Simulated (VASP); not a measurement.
# Be (P6_3/mmc) in VASP: further runs

Runs on Be. Level: r2SCAN. Tasks: single point.

Everything below comes from runs of VASP 6.6.1. Logs are shortened: lines on timing, memory, paths and dates and some standing lists are left out, and cuts for length are marked.

## 1. The cell of the first run

The structure is hexagonal, space group P6_3/mmc (No. 194). Conventional cell: a = 2.294 Å, b = 2.294 Å, c = 3.608 Å, α = 90.00°, β = 90.00°, γ = 120.00°. Within 3.0 Å of Be (site symmetry -6m2) lie 12 Be at 2.24 to 2.29 Å.

## 2. Single point, r2SCAN (8.22 Å³/atom)

Contents of POSCAR:

```
Be
1.0
    2.2944006539      0.0000000000      0.0000000000
   -1.1472003270      1.9870092527      0.0000000000
    0.0000000000      0.0000000000      3.6081228451
Be
2
Direct
    0.3333333333      0.6666666667      0.2500000000
    0.6666666667      0.3333333333      0.7500000000
```

Contents of INCAR.step1:

```
ALGO = Normal ; EDIFF = 1E-4
ENCUT = 520 ; GGA = PE
ISMEAR = -1 ; LASPH = True
LCHARG = False ; LREAL = False
LWAVE = True ; NBANDS = 9
NELM = 80 ; PREC = Accurate
SIGMA = 0.1
```

Contents of INCAR.step2:

```
ALGO = Normal ; EDIFF = 1E-7
ENCUT = 520 ; ISIF = 2
ISMEAR = -1 ; ISTART = 1
LASPH = True ; LCHARG = False
LMIXTAU = True ; LREAL = False
LWAVE = False ; METAGGA = R2SCAN
NBANDS = 9 ; NELM = 80
PREC = Accurate ; SIGMA = 0.1
```

Contents of KPOINTS:

```
k-points
0
Gamma
  26 26 15
```

Potentials or basis: VASP PAW PBE potentials, release 64 (Be).

Run with:

```console
$ cat potpaw_PBE.64/Be/POTCAR > POTCAR
$ cp INCAR.step1 INCAR
$ mpirun -np 1 vasp_std > vasp.out
$ cp INCAR.step2 INCAR
$ mpirun -np 1 vasp_std > vasp.out
```

OUTCAR:

```text
EDIFF = 1E-7
   ENCUT = 520
   ISIF = 2
   ISMEAR = -1
   ISTART = 1
   LASPH = True
   LREAL = False
   METAGGA = R2SCAN
   NELM = 80
   PREC = Accurate

 ion  position               nearest neighbor table
   1  0.333  0.667  0.250-   2 2.24   2 2.24   2 2.24   2 2.24   2 2.24   2 2.24
   2  0.667  0.333  0.750-   1 2.24   1 2.24   1 2.24   1 2.24   1 2.24   1 2.24

  LATTYP: Found a hexagonal cell.
 ALAT       =     2.2944006539
 C/A-ratio  =     1.5725775003

  Lattice vectors:

 A1 = (   2.2944006539,   0.0000000000,   0.0000000000)
 A2 = (  -1.1472003270,   1.9870092527,   0.0000000000)
 A3 = (   0.0000000000,   0.0000000000,   3.6081228451)

Analysis of symmetry for initial positions (statically):
=====================================================================
 Subroutine PRICEL returns:
 Original cell was already a primitive cell.

 Routine SETGRP: Setting up the symmetry group for a
 hexagonal supercell.

 Subroutine GETGRP returns: Found 24 space group operations
 (whereof 12 operations were pure point group operations)
 out of a pool of 24 trial point group operations.

The static configuration has the point symmetry D_3d.
 The point group associated with its full space group is D_6h.

Analysis of symmetry for dynamics (positions and initial velocities):
=====================================================================
 Subroutine PRICEL returns:
 Original cell was already a primitive cell.

 Routine SETGRP: Setting up the symmetry group for a
 hexagonal supercell.

 Subroutine GETGRP returns: Found 24 space group operations
 (whereof 12 operations were pure point group operations)
 out of a pool of 24 trial point group operations.

The dynamic configuration has the point symmetry D_3d.
 The point group associated with its full space group is D_6h.

 Subroutine INISYM returns: Found 24 space group operations
 (whereof 12 operations are pure point group operations),
 and found     1 'primitive' translations

----------------------------------------------------------------------------------------

                                     Primitive cell

  volume of cell :      16.4494

  direct lattice vectors                    reciprocal lattice vectors
     2.294400654  0.000000000  0.000000000     0.435843669  0.251634460  0.000000000
    -1.147200327  1.987009253  0.000000000     0.000000000  0.503268920  0.000000000
     0.000000000  0.000000000  3.608122845     0.000000000  0.000000000  0.277152426

[... 88 lines left out ...]
   NFREE  =      0    steps in history (QN), initial steepest desc. (CG)
   ISIF   =      2    stress and relaxation
   ISYM   =      2    0-nonsym 1-usesym 2-fastsym
   POTIM  = 0.5000    time-step for ionic-motion
   TEBEG  =    0.0;   TEEND  =   0.0 temperature during run
   PSTRESS=    0.0 pullay stress
   NELECT =       4.0000    total number of electrons
   NUPDOWN=      -1.0000    fix difference up-down
   EMIN   =  10.00;   EMAX   =-10.00  energy-range for DOS
   EFERMI =   0.00;   METHOD = LEGACY
   ISMEAR =    -1;   SIGMA  =   0.10  broadening in eV -4-tet -1-fermi 0-gaus
   EFERMI_NEDOS =   21; number of points for ismear=-14 and -15
   IALGO  =     38    algorithm
   IMIX   =      4    mixing-type and parameters
     AMIX     =   0.40;   BMIX     =  1.00
     AMIX_MAG =   1.60;   BMIX_MAG =  1.00
  volume/ion in A,a.u.               =       8.22        55.50
  Fermi-wavevector in a.u.,A,eV,Ry     =   1.021828  1.930976 14.206298  1.044133
  Thomas-Fermi vector in A             =   2.155475
   LORBIT       =      0    0 simple, 1 ext, 2 COOP (PROOUT), +10 PAW based schemes
   METAGGA = R2SCAN    functional components
   LHFCALC =     F    Hartree Fock is set to
   AEXX    =    0.0000 exact exchange contribution
   IVDW    =     0    specifies the selected vdW correction
   LEPSILON=     F    determine dielectric tensor
   LRPA    =     F    only Hartree local field effects (RPA)
 non-spin polarized calculation
  energy-cutoff  :      520.00
  volume of cell :       16.45
 maximum number of plane-waves:       465
 NGX is ok and might be reduce to    18
   NGX =  9   NGY =  9   NGZ = 13

 number of electron       4.0000000 magnetization

 Free energy of the ion-electron system (eV)
  ---------------------------------------------------
  ext. energy  EPLUGINS =         0.00000000
  ---------------------------------------------------
  free energy    TOTEN  =        -8.67643976 eV

  energy without entropy =       -8.67357608  energy(sigma->0) =       -8.67500792

 E-fermi :   6.8790     XC(G=0): -11.1249

 val. band max:        6.8294818570   @ k =   0.3462   0.0000   0.0000
 cond. band min:       6.9485320705   @ k =   0.3462   0.3077   0.4667
 fundamental gap:      0.1190502135
 Fermi energy:         6.8789883230

 k-point     1 :       0.0000    0.0000    0.0000
  band No.  band energies     occupation
      1      -5.2029      2.00000
      2       2.2149      2.00000
      3       7.7621      0.00029
      4      23.6107      0.00000
      5      23.6107      0.00000
      6      26.5728      0.00000
      7      26.5728      0.00000
      8      28.8366      0.00000
      9      34.5965      0.00000
[... 265 lines left out ...]
 k-point    24 :       0.3846    0.0385    0.0000
  band No.  band energies     occupation
      1      -0.2352      2.00000
      2       5.6226      1.99999
      3       8.4679      0.00000
      4      13.0883      0.00000
      5      16.3368      0.00000
      6      16.4447      0.00000
      7      19.1548      0.00000
      8      24.8408      0.00000
      9      27.2166      0.00000

 [... further k-points ...]

------------------------ aborting loop because EDIFF is reached ----------------------------------------

  FORCE on cell =-STRESS in cart. coord.  units (eV):
  Direction    XX          YY          ZZ          XY          YZ          ZX
  --------------------------------------------------------------------------------------
  -------------------------------------------------------------------------------------
  Total       -0.4770200     -0.4770200     -0.4117591      0.0000000      0.0000000      0.0000000
  in kB      -46.4618700    -46.4618700    -40.1054427      0.0000000      0.0000000      0.0000000
  external PRESSURE =     -44.3430609 kB  Pullay stress =       0.0000000 kB

 VOLUME and BASIS-vectors are now :
 -----------------------------------------------------------------------------
  energy-cutoff  :      520.00
  volume of cell :       16.45
      direct lattice vectors                 reciprocal lattice vectors
     2.294400654  0.000000000  0.000000000     0.435843669  0.251634460  0.000000000
    -1.147200327  1.987009253  0.000000000     0.000000000  0.503268920  0.000000000
     0.000000000  0.000000000  3.608122845     0.000000000  0.000000000  0.277152426

 POSITION                                       TOTAL-FORCE (eV/Angst)
 -----------------------------------------------------------------------------------
     -0.00000      1.32467      0.90203         0.000000     -0.000000      0.000000
      1.14720      0.66234      2.70609        -0.000000      0.000000      0.000000
 -----------------------------------------------------------------------------------
    total drift:                                0.000000     -0.000000      0.000000

  FREE ENERGIE OF THE ION-ELECTRON SYSTEM (eV)
  ---------------------------------------------------
  free  energy   TOTEN  =        -8.6764397570 eV

  energy  without entropy=       -8.6735760816  energy(sigma->0) =       -8.67500792
```

OUTCAR.step1:

```text
EDIFF = 1E-4
   ENCUT = 520
   GGA = PE
   ISMEAR = -1
   LASPH = True
[... 512 lines left out ...]
     -0.00000      1.32467      0.90203         0.000000     -0.000000      0.000000
      1.14720      0.66234      2.70609        -0.000000      0.000000      0.000000
 -----------------------------------------------------------------------------------
    total drift:                                0.000000     -0.000000      0.000000

  FREE ENERGIE OF THE ION-ELECTRON SYSTEM (eV)
  ---------------------------------------------------
  free  energy   TOTEN  =        -7.5290851011 eV

  energy  without entropy=       -7.5259295438  energy(sigma->0) =       -7.52750732
```

Wall time 2.8 min (1 thread of Intel Xeon Platinum 8488C (Sapphire Rapids), shared host); peak memory 0.18 GiB.

Results:

```
Free energy            : -8.6764 eV
Pressure               : -4.4 GPa
Band gap on the k mesh : zero (bands 2 and 3 overlap by 1.79 eV)
```

Stress tensor (GPa, compression positive):
```
-4.65  0.00  0.00
 0.00 -4.65  0.00
 0.00  0.00 -4.01
```

Levels at points of the mesh, in eV from the Fermi level:
```tsv
k point	band 1	band 2	band 3	band 4	band 5	band 6
(0.00, 0.00, 0.00)	-12.08	-4.66	0.88	16.73	16.73	19.69
(0.50, 0.00, 0.00)	-5.32	-3.40	3.76	6.57	6.89	9.83
```

Caveat: the cell stands under tension; the PAW data sets were made with another functional, which shifts forces and pressure a little.

(Continued in part 2 of 2.)
